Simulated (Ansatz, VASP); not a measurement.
**Two plane-wave programs on TaTe**

```xyz
2
Lattice="0.0000 3.1599 3.1599 3.1599 0.0000 3.1599 3.1599 3.1599 0.0000" Properties=species:S:1:pos:R:3 pbc="T T T"
Ta    0.0000    0.0000    0.0000
Te    1.5800    1.5800    1.5800
```

Alike in both runs: task single point; functional PBE; k mesh 10 × 10 × 10; occupations gaussian, width 0.05 eV; collinear spin.

```csv
,VASP,Ansatz
version,VASP 6.6.1,Ansatz 0.2.0
potentials or method,"VASP PAW PBE potentials, release 64 (Ta_pv, Te), cutoff 520 eV","scalar-relativistic, plane waves, PAW"
valence electrons in the cell,17,29
```

Ansatz gave:

```
gap on the k mesh at the Fermi level (eV)                     : none
pressure (GPa)                                                : 0.0
net moment per atom (μB)                                      : 1.03
size of the moment on the site where the two differ most (μB) : 1.26
```

**Question.** What did VASP give for the same quantities?

**Answer.** gap on the k mesh at the Fermi level (eV): none; pressure (GPa): 0.0; net moment per atom (μB): 1.03; size of the moment on the site where the two differ most (μB): 1.41.

Site moments also hang on the region over which each program counts them. A gap of «none» marks a metal or a gap that the smearing closes. With one functional, cell and mesh, what is left measures potentials, basis and numerics. VASP's potentials hold 17 valence electrons a cell and Ansatz's 29, so a difference there can come from the potentials and not from the codes.

Neither program's run includes spin-orbit coupling.
